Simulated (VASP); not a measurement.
# AgCl (R-3m) in VASP: notebook

AgCl is run at these levels: LDA; tasks: electric field gradients.

Everything below comes from runs of VASP 6.6.1. Logs are shortened: lines on timing, memory, paths and dates and some standing lists are left out, and cuts for length are marked.

## 1. The cell of the first run

The structure is trigonal, space group R-3m (No. 166). The conventional cell has a = 3.961 Å, b = 3.961 Å, c = 9.414 Å, α = 90.00°, β = 90.00°, γ = 120.00°. Within 3.7 Å of Ag (site symmetry -3m) lie 6 Cl at 2.77 Å. Cl (site symmetry -3m) has 6 Ag at 2.77 Å within 3.7 Å.

## 2. Electric field gradients, LDA (equal xy, yz and zx shear strains of -2 %)

The input, INCAR:

```
SYSTEM = AgCl
  PREC = Accurate
  ENCUT = 520
  EDIFF = 1E-8
  ISMEAR = -1
  SIGMA = 0.02
  LREAL = .FALSE.
  LASPH = .TRUE.
  NELM = 60
  ALGO = Normal
  ISIF = 2
  LWAVE = .FALSE.
  LCHARG = .FALSE.
  LEFG = .TRUE.
  NBANDS = 16
```

The input, KPOINTS:

```
regular mesh
0
G
  8 8 8
  0 0 0
```

The input, POSCAR:

```
AgCl
1.0
   -0.0554630000      2.7454185000      2.7454185000
    2.7454185000     -0.0554630000      2.7454185000
    2.7454185000      2.7454185000     -0.0554630000
Ag Cl
1 1
Direct
    0.5000000000      0.5000000000      0.5000000000
    0.0000000000      0.0000000000      0.0000000000
```

Potentials or basis: VASP PAW LDA potentials, release 64 (Ag, Cl).

On the command line:

```
> cat potpaw_LDA.64/Ag/POTCAR potpaw_LDA.64/Cl/POTCAR > POTCAR
> mpirun -np 1 vasp_std > vasp.out
```

OUTCAR:

```text
SYSTEM = AgCl
   PREC = Accurate
   ENCUT = 520
   EDIFF = 1E-8
   ISMEAR = -1
   LREAL = .FALSE.
   LASPH = .TRUE.
   NELM = 60
   ISIF = 2

 ion  position               nearest neighbor table
   1  0.500  0.500  0.500-   2 2.77   2 2.77   2 2.77   2 2.77   2 2.77   2 2.77
   2  0.000  0.000  0.000-   1 2.77   1 2.77   1 2.77   1 2.77   1 2.77   1 2.77

  LATTYP: Found a trigonal (rhomboedric) cell.
 ALAT       =     3.8830042010
 COS(alpha) =     0.4797000918

  Lattice vectors:

 A1 = (  -0.0554630000,   2.7454185000,   2.7454185000)
 A2 = (   2.7454185000,  -0.0554630000,   2.7454185000)
 A3 = (   2.7454185000,   2.7454185000,  -0.0554630000)

Analysis of symmetry for initial positions (statically):
=====================================================================
 Subroutine PRICEL returns:
 Original cell was already a primitive cell.

 Routine SETGRP: Setting up the symmetry group for a
 trigonal (rhombohedral) supercell.

 Subroutine GETGRP returns: Found 12 space group operations
 (whereof 12 operations were pure point group operations)
 out of a pool of 12 trial point group operations.

The static configuration has the point symmetry D_3d.

Analysis of symmetry for dynamics (positions and initial velocities):
=====================================================================
 Subroutine PRICEL returns:
 Original cell was already a primitive cell.

 Routine SETGRP: Setting up the symmetry group for a
 trigonal (rhombohedral) supercell.

 Subroutine GETGRP returns: Found 12 space group operations
 (whereof 12 operations were pure point group operations)
 out of a pool of 12 trial point group operations.

The dynamic configuration has the point symmetry D_3d.

 Subroutine INISYM returns: Found 12 space group operations
 (whereof 12 operations are pure point group operations),
 and found     1 'primitive' translations

----------------------------------------------------------------------------------------

                                     Primitive cell

  volume of cell :      42.6402

  direct lattice vectors                    reciprocal lattice vectors
    -0.055463000  2.745418500  2.745418500    -0.176693644  0.180336812  0.180336812
     2.745418500 -0.055463000  2.745418500     0.180336812 -0.176693644  0.180336812
     2.745418500  2.745418500 -0.055463000     0.180336812  0.180336812 -0.176693644

  length of vectors
     3.883004201  3.883004201  3.883004201     0.310263397  0.310263397  0.310263397

  position of ions in fractional coordinates (direct lattice)
     0.500000000  0.500000000  0.500000000
     0.000000000  0.000000000  0.000000000

  ion indices of the primitive-cell ions
   primitive index   ion index
                 1           1
                 2           2

----------------------------------------------------------------------------------------

 KPOINTS: regular mesh

Automatic generation of k-mesh.
 Grid dimensions read from file:
 generate k-points for:    8    8    8

 Generating k-lattice:

  Cartesian coordinates                     Fractional coordinates (reciprocal lattice)
    -0.022086706  0.022542102  0.022542102     0.125000000  0.000000000  0.000000000
     0.022542102 -0.022086706  0.022542102     0.000000000  0.125000000  0.000000000
     0.022542102  0.022542102 -0.022086706     0.000000000  0.000000000  0.125000000

  Length of vectors
     0.038782925  0.038782925  0.038782925

  Shift w.r.t. Gamma in fractional coordinates (k-lattice)
     0.000000000  0.000000000  0.000000000

 Subroutine IBZKPT returns following result:
 ===========================================

 Found     65 irreducible k-points:

 Following reciprocal coordinates:
            Coordinates               Weight
  0.000000  0.000000  0.000000      1.000000
  0.125000  0.000000  0.000000      6.000000
  0.250000  0.000000  0.000000      6.000000
  0.375000  0.000000  0.000000      6.000000
  0.500000  0.000000  0.000000      3.000000
  0.125000  0.125000  0.000000      6.000000
[... 16 lines left out ...]
  0.250000  0.125000  0.125000      6.000000
  0.375000  0.125000  0.125000      6.000000
 [... further k-points ...]
   k-points           NKPTS =     65   k-points in BZ     NKDIM =     65   number of bands    NBANDS=     16
   number of dos      NEDOS =    301   number of ions     NIONS =      2
   total plane-waves  NPLWV =  27000
   dimension x,y,z NGX =    30 NGY =   30 NGZ =   30
   dimension x,y,z NGXF=    60 NGYF=   60 NGZF=   60
   ions per type =               1   1
   NGX,Y,Z   is equivalent  to a cutoff of  12.84, 12.84, 12.84 a.u.
   NGXF,Y,Z  is equivalent  to a cutoff of  25.69, 25.69, 25.69 a.u.
 SYSTEM =  AgCl
   PREC   = accura    normal or accurate (medium, high low for compatibility)
   ISTART =      0    job   : 0-new  1-cont  2-samecut
   ICHARG =      2    charge: 1-file 2-atom 10-const
   ISPIN  =      1    spin polarized calculation?
   LNONCOLLINEAR =      F non collinear calculations
   LSORBIT =      F    spin-orbit coupling
   LASPH  =      T    aspherical Exc in radial PAW
   ENCUT  =  520.0 eV  38.22 Ry    6.18 a.u.   7.22  7.22  7.22*2*pi/ulx,y,z
   NELM   =     60;   NELMIN=  2; NELMDL= -5     # of ELM steps
   EDIFF  = 0.1E-07   stopping-criterion for ELM
   LREAL  =      F    real-space projection
   EDIFFG = 0.1E-06   stopping-criterion for IOM
   NSW    =      0    number of steps for IOM
   IBRION =     -1    ionic relax: 0-MD 1-quasi-New 2-CG
   NFREE  =      0    steps in history (QN), initial steepest desc. (CG)
   ISIF   =      2    stress and relaxation
   ISYM   =      2    0-nonsym 1-usesym 2-fastsym
   POTIM  = 0.5000    time-step for ionic-motion
   TEBEG  =    0.0;   TEEND  =   0.0 temperature during run
   PSTRESS=    0.0 pullay stress
   NELECT =      18.0000    total number of electrons
   NUPDOWN=      -1.0000    fix difference up-down
   EMIN   =  10.00;   EMAX   =-10.00  energy-range for DOS
   EFERMI =   0.00;   METHOD = LEGACY
   ISMEAR =    -1;   SIGMA  =   0.02  broadening in eV -4-tet -1-fermi 0-gaus
   EFERMI_NEDOS =   21; number of points for ismear=-14 and -15
   IALGO  =     38    algorithm
   IMIX   =      4    mixing-type and parameters
     AMIX     =   0.40;   BMIX     =  1.00
     AMIX_MAG =   1.60;   BMIX_MAG =  1.00
  volume/ion in A,a.u.               =      21.32       143.88
  Fermi-wavevector in a.u.,A,eV,Ry     =   1.228078  2.320731 20.519982  1.508176
  Thomas-Fermi vector in A             =   2.363017
   LORBIT       =      0    0 simple, 1 ext, 2 COOP (PROOUT), +10 PAW based schemes
   GGA     = CA    functional components
   LHFCALC =     F    Hartree Fock is set to
   AEXX    =    0.0000 exact exchange contribution
   IVDW    =     0    specifies the selected vdW correction
   LEPSILON=     F    determine dielectric tensor
   LRPA    =     F    only Hartree local field effects (RPA)
 non-spin polarized calculation
  energy-cutoff  :      520.00
  volume of cell :       42.64
 maximum number of plane-waves:      1178
 NGX is ok and might be reduce to    30
   NGX = 15   NGY = 15   NGZ = 15

 number of electron      17.9999999 magnetization

 Free energy of the ion-electron system (eV)
  ---------------------------------------------------
  ext. energy  EPLUGINS =         0.00000000
  ---------------------------------------------------
  free energy    TOTEN  =        -6.71117551 eV

  energy without entropy =       -6.71117551  energy(sigma->0) =       -6.71117551

 E-fermi :   3.9286     XC(G=0): -10.4419

 val. band max:        3.6008559481   @ k =   0.5000   0.5000   0.5000
 cond. band min:       4.2197099202   @ k =   0.0000   0.0000   0.0000
 fundamental gap:      0.6188539721
 Fermi energy:         3.9286057541

 k-point     1 :       0.0000    0.0000    0.0000
  band No.  band energies     occupation
      1     -11.4655      2.00000
      2       1.0368      2.00000
      3       1.0368      2.00000
      4       1.0899      2.00000
      5       1.1013      2.00000
      6       1.1013      2.00000
[... 8 lines left out ...]
     15      16.5108      0.00000
     16      16.5108      0.00000
[... 419 lines left out ...]
 k-point    24 :       0.3750    0.1250    0.1250
  band No.  band energies     occupation
      1     -11.1511      2.00000
      2      -1.0719      2.00000
      3      -0.4505      2.00000
      4      -0.0048      2.00000
      5       1.2408      2.00000
      6       1.3543      2.00000
[... 8 lines left out ...]
     15      17.1881      0.00000
     16      17.4152      0.00000

 [... further k-points ...]

------------------------ aborting loop because EDIFF is reached ----------------------------------------

  FORCE on cell =-STRESS in cart. coord.  units (eV):
  Direction    XX          YY          ZZ          XY          YZ          ZX
  --------------------------------------------------------------------------------------
  -------------------------------------------------------------------------------------
  Total       -1.4886424     -1.4886424     -1.4886424      0.0438549      0.0438549      0.0438549
  in kB      -55.9347961    -55.9347961    -55.9347961      1.6478198      1.6478198      1.6478198
  external PRESSURE =     -55.9347961 kB  Pullay stress =       0.0000000 kB

 VOLUME and BASIS-vectors are now :
 -----------------------------------------------------------------------------
  energy-cutoff  :      520.00
  volume of cell :       42.64
      direct lattice vectors                 reciprocal lattice vectors
    -0.055463000  2.745418500  2.745418500    -0.176693644  0.180336812  0.180336812
     2.745418500 -0.055463000  2.745418500     0.180336812 -0.176693644  0.180336812
     2.745418500  2.745418500 -0.055463000     0.180336812  0.180336812 -0.176693644

 POSITION                                       TOTAL-FORCE (eV/Angst)
 -----------------------------------------------------------------------------------
      2.71769      2.71769      2.71769         0.000000     -0.000000     -0.000000
      0.00000      0.00000      0.00000        -0.000000      0.000000      0.000000
 -----------------------------------------------------------------------------------
    total drift:                                0.000000      0.000000      0.000000

  FREE ENERGIE OF THE ION-ELECTRON SYSTEM (eV)
  ---------------------------------------------------
  free  energy   TOTEN  =        -6.7111755124 eV

  energy  without entropy=       -6.7111755112  energy(sigma->0) =       -6.71117551

 Electric field gradients (V/A^2)
---------------------------------------------------------------------
 ion       V_xx      V_yy      V_zz      V_xy      V_xz      V_yz
---------------------------------------------------------------------
   1       0.000     0.000    -0.000     2.227     2.227     2.227
   2       0.000     0.000     0.000    -4.524    -4.524    -4.524
---------------------------------------------------------------------

 Electric field gradients after diagonalization (V/A^2)
 (convention: |V_zz| > |V_xx| > |V_yy|)
----------------------------------------------------------------------
 ion       V_xx      V_yy      V_zz     asymmetry (V_yy - V_xx)/ V_zz
----------------------------------------------------------------------
   1      -2.227    -2.227     4.455       0.000
   2       4.524     4.524    -9.048       0.000
----------------------------------------------------------------------

           NMR quadrupolar parameters

 Cq : quadrupolar parameter    Cq=e*Q*V_zz/h
 eta: asymmetry parameters     (V_yy - V_xx)/ V_zz
 Q  : nuclear electric quadrupole moment in mb (millibarn)
----------------------------------------------------------------------
 ion       Cq(MHz)       eta       Q (mb)
----------------------------------------------------------------------
   1       0.011       0.000       1.000
   2      -0.022       0.000       1.000
----------------------------------------------------------------------
```

Wall time 20 s (1 thread of Intel Xeon 6975P-C (Granite Rapids), shared host); peak memory 0.18 GiB.

Results:

* Free energy: -6.7112 eV
* Pressure: -5.6 GPa
* Band gap on the k mesh: 0.62 eV, indirect (least direct gap 2.85 eV)

Electric field gradients, principal values (V/Å²):
| atom | least | middle | greatest (by size) |
| --- | --- | --- | --- |
| 1 Ag | -2.227 | -2.227 | 4.455 |
| 2 Cl | 4.524 | 4.524 | -9.048 |

Caveat: the cell differs from its parent crystal (equal xy, yz and zx shear strains of -2 %); without QUAD_EFG the Cq values of the log hold for a quadrupole moment of 1 mb, not for the nuclei.

## 3. Electric field gradients, LDA (equal xy, yz and zx shear strains of +1 %)

The input, INCAR:

```
SYSTEM = AgCl
PREC = Accurate
ENCUT = 520
EDIFF = 1E-8
ISMEAR = -1
SIGMA = 0.02
LREAL = .FALSE.
LASPH = .TRUE.
NELM = 80
ALGO = Normal
ISIF = 2
LWAVE = .FALSE.
LCHARG = .FALSE.
GGA = CA
LEFG = .TRUE.
NBANDS = 16
```

KPOINTS is that of step 2.

The input, POSCAR:

```
AgCl
1.0
    0.0277315000      2.7870157500      2.7870157500
    2.7870157500      0.0277315000      2.7870157500
    2.7870157500      2.7870157500      0.0277315000
Ag Cl
1 1
Direct
    0.5000000000      0.5000000000      0.5000000000
    0.0000000000      0.0000000000      0.0000000000
```

Potentials or basis: VASP PAW LDA potentials, release 64 (Ag, Cl).

On the command line:

```
> cat potpaw_LDA.64/Ag/POTCAR potpaw_LDA.64/Cl/POTCAR > POTCAR
> mpirun -np 1 vasp_std > vasp.out
```

OUTCAR:

```text
SYSTEM = AgCl
   PREC = Accurate
   ENCUT = 520
   EDIFF = 1E-8
   ISMEAR = -1
   LREAL = .FALSE.
   LASPH = .TRUE.
   NELM = 80
   ISIF = 2
   GGA = CA

 ion  position               nearest neighbor table
   1  0.500  0.500  0.500-   2 2.77   2 2.77   2 2.77   2 2.77   2 2.77   2 2.77
   2  0.000  0.000  0.000-   1 2.77   1 2.77   1 2.77   1 2.77   1 2.77   1 2.77

  LATTYP: Found a trigonal (rhomboedric) cell.
 ALAT       =     3.9415330289
 COS(alpha) =     0.5099250056

  Lattice vectors:

 A1 = (   0.0277315000,   2.7870157500,   2.7870157500)
[... 670 lines left out ...]
  free  energy   TOTEN  =        -6.7118207237 eV

  energy  without entropy=       -6.7118207227  energy(sigma->0) =       -6.71182072

 Electric field gradients (V/A^2)
---------------------------------------------------------------------
 ion       V_xx      V_yy      V_zz      V_xy      V_xz      V_yz
---------------------------------------------------------------------
   1       0.000     0.000     0.000    -1.109    -1.109    -1.109
   2       0.000     0.000    -0.000     2.318     2.318     2.318
---------------------------------------------------------------------

 Electric field gradients after diagonalization (V/A^2)
 (convention: |V_zz| > |V_xx| > |V_yy|)
----------------------------------------------------------------------
 ion       V_xx      V_yy      V_zz     asymmetry (V_yy - V_xx)/ V_zz
----------------------------------------------------------------------
   1       1.109     1.109    -2.219       0.000
   2      -2.318    -2.318     4.635       0.000
----------------------------------------------------------------------

           NMR quadrupolar parameters

 Cq : quadrupolar parameter    Cq=e*Q*V_zz/h
 eta: asymmetry parameters     (V_yy - V_xx)/ V_zz
 Q  : nuclear electric quadrupole moment in mb (millibarn)
----------------------------------------------------------------------
 ion       Cq(MHz)       eta       Q (mb)
----------------------------------------------------------------------
   1      -0.005       0.000       1.000
   2       0.011       0.000       1.000
----------------------------------------------------------------------
```

stdout:

```text
POSCAR found type information on POSCAR AgCl
 POSCAR found :  2 types and       2 ions
 scaLAPACK will be used
 LDA part: xc-table for (Slater(with rela. corr.)+CA(PZ))
 , standard interpolation
 POSCAR, INCAR and KPOINTS ok, starting setup
 FFT: planning ... GRIDC
 FFT: planning ... GRID_SOFT
 FFT: planning ... GRID
 WAVECAR not read
 entering main loop
ion   1

ion   2
```

Run time: 19 s. Hardware: 1 thread of Intel Xeon 6975P-C (Granite Rapids), shared host; peak memory 0.17 GiB.

What came out:

| Item | Value |
| --- | --- |
| Free energy | -6.7118 eV |
| Pressure | -5.6 GPa |
| Band gap on the k mesh | 0.63 eV, indirect (least direct gap 2.92 eV) |

Levels at points of the mesh, in eV from the valence-band top:
```tsv
k point	band 7	band 8	band 9	band 10	band 11	band 12
(0.00, 0.00, 0.00)	-2.36	-2.29	-2.29	0.63	10.61	10.79
(0.50, 0.00, 0.00)	-1.82	-0.02	0.00	3.94	6.35	7.35
(0.50, 0.50, 0.00)	-2.03	-2.03	-1.95	2.11	7.83	8.37
(0.50, 0.50, 0.50)	-1.86	-0.02	-0.02	4.00	6.26	7.54
```

Electric field gradients, principal values (V/Å²):
```csv
atom,least,middle,greatest (by size)
1 Ag,1.109,1.109,-2.219
2 Cl,-2.318,-2.318,4.635
```

Caveat: the cell differs from its parent crystal (equal xy, yz and zx shear strains of +1 %); without QUAD_EFG the Cq values of the log hold for a quadrupole moment of 1 mb, not for the nuclei.

(Continued in part 2 of 2.)
